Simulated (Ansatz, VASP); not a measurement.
## NbN in VASP and in Ansatz

```
CELL_PARAMETERS angstrom
0.00000 2.23754 2.23754
2.23754 0.00000 2.23754
2.23754 2.23754 0.00000
ATOMIC_POSITIONS crystal
Nb 0.50000 0.50000 0.50000
N 0.00000 0.00000 0.00000
```

Change from the starting cell: volume scaled by 1.06, ions relaxed.

Alike in both runs: task relaxation of the atoms; functional PBE; k mesh 18 × 18 × 18; occupations fermi-dirac, width 0.05 eV; collinear spin.

|  | VASP | Ansatz |
| --- | --- | --- |
| version | VASP 6.6.1 | Ansatz 0.2.0 |
| potentials or method | VASP PAW PBE potentials, release 64 (Nb_sv, N) | plane-wave PAW, scalar-relativistic |
| plane-wave cutoff (eV) | 520 | 420 |
| valence electrons in the cell | 18 | 18 |

|  | VASP | Ansatz | Ansatz less VASP |
| --- | --- | --- | --- |
| net moment per atom (μB) | 0.00 | 0.00 | 0.000 |

Ansatz's warnings: seeded moment not kept, stress scf threshold loose.

Noted on VASP's run: the relaxation stopped at its first step, so nothing moved.
